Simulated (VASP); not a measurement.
# Si2C (P-6m2) in VASP: a series of runs, part 2 of 2

VASP 6.6.1. Earlier steps stand in the parts before.

## (4) Single point, PBE

This run uses another cell than the first one, of 12.96 Å³/atom, 0.900 times its volume.

INCAR

```
PREC = Accurate
ENCUT = 520
EDIFF = 1E-7
ISMEAR = 0
SIGMA = 0.1
LREAL = F
LASPH = T
NELM = 60
ALGO = Normal
ISIF = 2
LWAVE = F
LCHARG = F
GGA = PE
NBANDS = 21
```

KPOINTS

```
Automatic mesh
0
Gamma
  12 12 4
```

POSCAR

```
Si2C
1.0
    3.0130888203      0.0000000000      0.0000000000
   -1.5065444102      2.6094114623      0.0000000000
    0.0000000000      0.0000000000      9.8864840315
Si C
4 2
Direct
    0.3333333333      0.6666666667      0.7410148919
    0.3333333333      0.6666666667      0.2589851081
    0.3333333333      0.6666666667      0.5000000000
    0.6666666667      0.3333333333      0.0000000000
    0.6666666667      0.3333333333      0.1963691530
    0.6666666667      0.3333333333      0.8036308470
```

Command:

```
cat potpaw_PBE.64/Si/POTCAR potpaw_PBE.64/C/POTCAR > POTCAR
mpirun -np 1 vasp_std > vasp.out
```

Wall time 69 s (1 thread of Intel Xeon Platinum 8259CL at 2.50GHz (Skylake/Cascade Lake), shared host); peak memory 0.23 GiB.

It converged, with:

* Free energy: -38.6927 eV
* Pressure: 0.0 GPa
* Largest force: 0.014 eV/Å
* Band gap on the k mesh: zero (band 12 reaches 11.29 eV, above the bottom of band 13 at 6.57 eV)

Forces in eV/Å, atoms in the order of the input:
```
Si   0.000  0.000  0.003
Si   0.000  0.000 -0.003
Si   0.000  0.000  0.000
Si   0.000  0.000  0.000
C    0.000  0.000  0.014
C    0.000  0.000 -0.014
```

Stress tensor (GPa, compression positive):
```
-0.01  0.00  0.00
 0.00 -0.01  0.00
 0.00  0.00 -0.09
```

Levels at points of the mesh, in eV from the Fermi level:
| k point | band 10 | band 11 | band 12 | band 13 | band 14 | band 15 |
| --- | --- | --- | --- | --- | --- | --- |
| (0.00, 0.00, 0.00) | -1.76 | -1.76 | 2.96 | 5.44 | 5.60 | 5.60 |
| (0.50, 0.00, 0.00) | -3.51 | -2.96 | -2.95 | 1.16 | 1.66 | 2.87 |
| (0.00, 0.00, 0.50) | -1.76 | 0.10 | 1.67 | 5.44 | 5.71 | 5.71 |
| (0.50, 0.00, 0.50) | -3.52 | -3.19 | -1.84 | 0.42 | 1.64 | 2.82 |

## (5) Single point, PBE

This run uses another cell than the first one, of 12.96 Å³/atom, 0.900 times its volume.

INCAR

```
SYSTEM = Si2C
  ALGO = Normal
  EDIFF = 1E-6
  ENCUT = 520
  GGA = PE
  ISIF = 2
  ISMEAR = 0
  LASPH = .True.
  LCHARG = .False.
  LREAL = .False.
  LWAVE = .False.
  NBANDS = 21
  NELM = 60
  PREC = Accurate
  SIGMA = 0.1
```

KPOINTS

```
k-points
0
Gamma
  12 12 4
  0 0 0
```

POSCAR is that of step 4.

Command:

```
cat potpaw_PBE.64/Si/POTCAR potpaw_PBE.64/C/POTCAR > POTCAR
mpirun -np 1 vasp_std > vasp.out
```

It took 62 s on 1 thread of Intel Xeon Platinum 8259CL at 2.50GHz (Skylake/Cascade Lake), shared host; peak memory 0.23 GiB.

Results (log left out):

```
Free energy            : -38.6927 eV
Pressure               : 0.0 GPa
Largest force          : 0.014 eV/Å
Band gap on the k mesh : zero (band 12 reaches 11.29 eV, above the bottom of band 13 at 6.57 eV)
```

Forces on the atoms (eV/Å):
```
Si   0.000  0.000  0.002
Si   0.000  0.000 -0.002
Si   0.000  0.000  0.000
Si   0.000  0.000  0.000
C    0.000  0.000  0.014
C    0.000  0.000 -0.014
```

Levels at points of the mesh, in eV from the Fermi level:
| k point | band 10 | band 11 | band 12 | band 13 | band 14 | band 15 |
| --- | --- | --- | --- | --- | --- | --- |
| (0.00, 0.00, 0.00) | -1.76 | -1.76 | 2.96 | 5.44 | 5.60 | 5.60 |
| (0.50, 0.00, 0.00) | -3.51 | -2.96 | -2.95 | 1.16 | 1.66 | 2.87 |
| (0.00, 0.00, 0.50) | -1.76 | 0.10 | 1.67 | 5.44 | 5.71 | 5.71 |
| (0.50, 0.00, 0.50) | -3.52 | -3.19 | -1.84 | 0.42 | 1.64 | 2.82 |

## (6) Single point, PBE, collinear spin, ferromagnetic start

INCAR

```
SYSTEM = Si2C
PREC = Accurate
ENCUT = 520
EDIFF = 1E-6
ISMEAR = 0
SIGMA = 0.1
LREAL = .FALSE.
LASPH = .TRUE.
NELM = 150
ALGO = Normal
ISIF = 2
LWAVE = .FALSE.
LCHARG = .FALSE.
ISPIN = 2
MAGMOM = 0 0 0 0 1 1
LORBIT = 11
GGA = PE
NBANDS = 25
```

KPOINTS

```
regular mesh
0
G
  6 6 2
  0 0 0
```

POSCAR

```
Si2C
1.0
    2.7395066700      0.0000000000      0.0000000000
   -1.3697533300      2.3724823700      0.0000000000
    0.0000000000      0.0000000000     13.2953734200
Si C
4 2
Direct
    0.3333333300      0.6666666700      0.8333333300
    0.3333333300      0.6666666700      0.1666666700
    0.3333333300      0.6666666700      0.5000000000
    0.6666666700      0.3333333300      0.0000000000
    0.6666666700      0.3333333300      0.3333333300
    0.6666666700      0.3333333300      0.6666666700
```

Potentials or basis: VASP PAW PBE potentials, release 64 (Si, C).

Command:

```
cat potpaw_PBE.64/Si/POTCAR potpaw_PBE.64/C/POTCAR > POTCAR
mpirun -np 1 vasp_std > vasp.out
```

OUTCAR:

```text
SYSTEM = Si2C
   PREC = Accurate
   ENCUT = 520
   EDIFF = 1E-6
   ISMEAR = 0
   LREAL = .FALSE.
   LASPH = .TRUE.
   NELM = 150
   ISIF = 2
   ISPIN = 2
   LORBIT = 11
   GGA = PE

 ion  position               nearest neighbor table
   1  0.333  0.667  0.833-   4 2.72   4 2.72   4 2.72
   2  0.333  0.667  0.167-   4 2.72   4 2.72   4 2.72
   3  0.333  0.667  0.500-
   4  0.667  0.333  0.000-   1 2.72   2 2.72   1 2.72   2 2.72   1 2.72   2 2.72
   5  0.667  0.333  0.333-
   6  0.667  0.333  0.667-

  LATTYP: Found a hexagonal cell.
 ALAT       =     2.7395066700
 C/A-ratio  =     4.8531998719

  Lattice vectors:

 A1 = (   2.7395066700,   0.0000000000,   0.0000000000)
 A2 = (  -1.3697533300,   2.3724823700,   0.0000000000)
 A3 = (   0.0000000000,   0.0000000000,  13.2953734200)

Analysis of symmetry for initial positions (statically):
=====================================================================
 Subroutine PRICEL returns:
 Original cell was already a primitive cell.

[... 955 lines left out ...]
  Total       -5.4523719     -5.4523719    -11.3564645     -0.0000000      0.0000000      0.0000000
  in kB     -101.0927844   -101.0927844   -210.5609511     -0.0000002      0.0000000      0.0000000
  external PRESSURE =    -137.5821733 kB  Pullay stress =       0.0000000 kB

 VOLUME and BASIS-vectors are now :
 -----------------------------------------------------------------------------
  energy-cutoff  :      520.00
  volume of cell :       86.41
      direct lattice vectors                 reciprocal lattice vectors
     2.739506670  0.000000000  0.000000000     0.365029226  0.210749721  0.000000000
    -1.369753330  2.372482370  0.000000000     0.000000000  0.421499444  0.000000000
     0.000000000  0.000000000 13.295373420     0.000000000  0.000000000  0.075214134

 POSITION                                       TOTAL-FORCE (eV/Angst)
 -----------------------------------------------------------------------------------
     -0.00000      1.58165     11.07948         0.000000     -0.000000     -1.488653
     -0.00000      1.58165      2.21590         0.000000     -0.000000      1.488653
     -0.00000      1.58165      6.64769        -0.000000     -0.000000      0.000000
      1.36975      0.79083      0.00000         0.000000     -0.000000      0.000000
      1.36975      0.79083      4.43179        -0.000000     -0.000000     -0.167785
      1.36975      0.79083      8.86358        -0.000000      0.000000      0.167785
 -----------------------------------------------------------------------------------
    total drift:                               -0.000007      0.000004      0.000000

  FREE ENERGIE OF THE ION-ELECTRON SYSTEM (eV)
  ---------------------------------------------------
  free  energy   TOTEN  =       -28.1089131128 eV

  energy  without entropy=      -28.0917003440  energy(sigma->0) =      -28.10030673

 total charge

# of ion       s       p       d       tot
------------------------------------------
    1        0.846   0.647   0.000   1.493
    2        0.846   0.647   0.000   1.493
    3        0.870   0.587   0.000   1.456
    4        0.824   0.726   0.000   1.549
    5        1.037   0.972   0.000   2.008
    6        1.037   0.972   0.000   2.008
--------------------------------------------------
tot          5.458   4.550   0.000  10.008

 magnetization (x)

# of ion       s       p       d       tot
------------------------------------------
    1        0.000   0.000   0.000   0.000
    2        0.000   0.000   0.000   0.000
    3       -0.000  -0.000   0.000  -0.000
    4        0.000   0.000   0.000   0.000
    5       -0.000   0.000   0.000   0.000
    6       -0.000   0.000   0.000   0.000
--------------------------------------------------
tot          0.000   0.000   0.000   0.000
```

OSZICAR:

```text
N       E                     dE             d eps       ncg     rms          rms(c)
DAV:   1     0.372787954726E+02    0.37279E+02   -0.97882E+03  1400   0.823E+02
DAV:   2    -0.247470520739E+02   -0.62026E+02   -0.57949E+02  1802   0.130E+02
DAV:   3    -0.279724360902E+02   -0.32254E+01   -0.31476E+01  1825   0.243E+01
DAV:   4    -0.280104047767E+02   -0.37969E-01   -0.37873E-01  1654   0.303E+00
DAV:   5    -0.280108169814E+02   -0.41220E-03   -0.41213E-03  1868   0.317E-01    0.560E+00
DAV:   6    -0.279609096574E+02    0.49907E-01   -0.65293E-01  1637   0.332E+00    0.325E+00
DAV:   7    -0.280343969609E+02   -0.73487E-01   -0.28269E-01  1683   0.237E+00    0.158E+00
DAV:   8    -0.280742063917E+02   -0.39809E-01   -0.30845E-01  1852   0.197E+00    0.996E-01
DAV:   9    -0.280756898733E+02   -0.14835E-02   -0.11417E-01  1785   0.121E+00    0.698E-01
DAV:  10    -0.280911918052E+02   -0.15502E-01   -0.10390E-02  1625   0.469E-01    0.506E-01
DAV:  11    -0.281059197122E+02   -0.14728E-01   -0.90225E-03  1611   0.390E-01    0.219E-01
DAV:  12    -0.281082788928E+02   -0.23592E-02   -0.16968E-03  1794   0.165E-01    0.109E-01
DAV:  13    -0.281087298180E+02   -0.45093E-03   -0.43243E-04  1769   0.924E-02    0.660E-02
DAV:  14    -0.281089033820E+02   -0.17356E-03   -0.49867E-04  1787   0.905E-02    0.277E-02
DAV:  15    -0.281089117028E+02   -0.83208E-05   -0.76363E-05  1613   0.393E-02    0.139E-02
DAV:  16    -0.281089128406E+02   -0.11378E-05   -0.38959E-06  1445   0.868E-03    0.807E-03
DAV:  17    -0.281089131128E+02   -0.27227E-06   -0.67453E-07   760   0.378E-03
   1 F= -.28108913E+02 E0= -.28100307E+02  d E =-.172128E-01  mag=     0.0013
```

stdout:

```text
POSCAR found type information on POSCAR SiC
 POSCAR found :  2 types and       6 ions
 scaLAPACK will be used
 LDA part: xc-table for (Slater+PW92), standard interpolation
 POSCAR, INCAR and KPOINTS ok, starting setup
 FFT: planning ... GRIDC
 FFT: planning ... GRID_SOFT
 FFT: planning ... GRID
 WAVECAR not read
 entering main loop
```

Run time: 65 s. Hardware: 1 thread of Intel Xeon Platinum 8259CL at 2.50GHz (Skylake/Cascade Lake), shared host; peak memory 0.23 GiB.

What came out:

| Property | Result |
| --- | --- |
| Free energy | -28.1089 eV |
| Pressure | -13.8 GPa |
| Largest force | 1.489 eV/Å |
| Band gap on the k mesh | zero (filled and empty bands overlap) |
| Net moment | 0.00 μB per cell |
| Valence electrons inside the program's atomic spheres | Si 1.49, 1.46, 1.55; C 2.01 |

Forces on the atoms (eV/Å):
```
Si   0.000  0.000 -1.489
Si   0.000  0.000  1.489
Si   0.000  0.000  0.000
Si   0.000  0.000  0.000
C    0.000  0.000 -0.168
C    0.000  0.000  0.168
```

Levels at points of the mesh, in eV from the Fermi level:
Spin up:
| k point | band 8 | band 9 | band 10 | band 11 | band 12 | band 13 | band 14 | band 15 | band 16 | band 17 |
| --- | --- | --- | --- | --- | --- | --- | --- | --- | --- | --- |
| (0.00, 0.00, 0.00) | -1.53 | -1.44 | 3.40 | 3.40 | 3.44 | 3.44 | 3.68 | 4.49 | 8.25 | 8.56 |
| (0.50, 0.00, 0.00) | -4.68 | -3.57 | -3.42 | -2.16 | -1.19 | -0.92 | 1.49 | 1.78 | 1.92 | 2.01 |
| (0.00, 0.00, 0.50) | -3.72 | 0.83 | 1.77 | 3.40 | 3.40 | 3.44 | 3.44 | 5.79 | 7.81 | 8.56 |
| (0.50, 0.00, 0.50) | -4.42 | -4.02 | -3.08 | -2.07 | -2.01 | 0.41 | 0.42 | 1.79 | 1.91 | 2.27 |
Spin down:
```csv
k point,band 8,band 9,band 10,band 11,band 12,band 13,band 14,band 15,band 16,band 17
"(0.00, 0.00, 0.00)",-1.53,-1.44,3.40,3.40,3.44,3.44,3.69,4.49,8.25,8.56
"(0.50, 0.00, 0.00)",-4.68,-3.57,-3.42,-2.16,-1.19,-0.92,1.49,1.78,1.92,2.01
"(0.00, 0.00, 0.50)",-3.72,0.83,1.77,3.40,3.40,3.44,3.44,5.79,7.81,8.56
"(0.50, 0.00, 0.50)",-4.42,-4.02,-3.08,-2.07,-2.00,0.42,0.42,1.79,1.91,2.27
```

Caveat: the k points lie up to 0.44 Å⁻¹ apart; forces of over 1 eV/Å act on the atoms, so gaps and moduli don't describe the material at rest.

## (7) Summary

```csv
task,spin,cell,k mesh,cutoff (eV),gap on the mesh (eV),pressure (GPa),moment (μB),largest force (eV/Å)
relaxation of cell and atoms,off,"relaxed from a = 2.740, b = 2.740, c = 13.295 Å, angles 90.0, 90.0, 120.0°, 6 atoms",6 × 6 × 2,600,none,-0.1,-,0.03
single point,"collinear, ferromagnetic start","a = 2.992, b = 2.992, c = 9.366 Å, angles 90.0, 90.0, 120.0°, 6 atoms",6 × 6 × 2,520,none,0.0,0.00,0.01
single point,off,"a = 3.013, b = 3.013, c = 9.886 Å, angles 90.0, 90.0, 120.0°, 6 atoms",12 × 12 × 4,520,none,0.0,-,0.01
single point,"collinear, ferromagnetic start","a = 2.740, b = 2.740, c = 13.295 Å, angles 90.0, 90.0, 120.0°, 6 atoms",6 × 6 × 2,520,none,-13.8,0.00,1.49
```

Alike in all rows: level PBE; potentials or basis VASP PAW PBE potentials, release 64 (Si, C); smearing gaussian 0.1 eV.

Caveats: some runs use coarse meshes; the volume moved by over 15 % at a fixed basis, so the end points are rough (some runs); forces of over 1 eV/Å act on the atoms, so gaps and moduli don't describe the material at rest (some runs).

Total energies depend on the potentials used, so only differences within one code and one set of settings carry meaning.
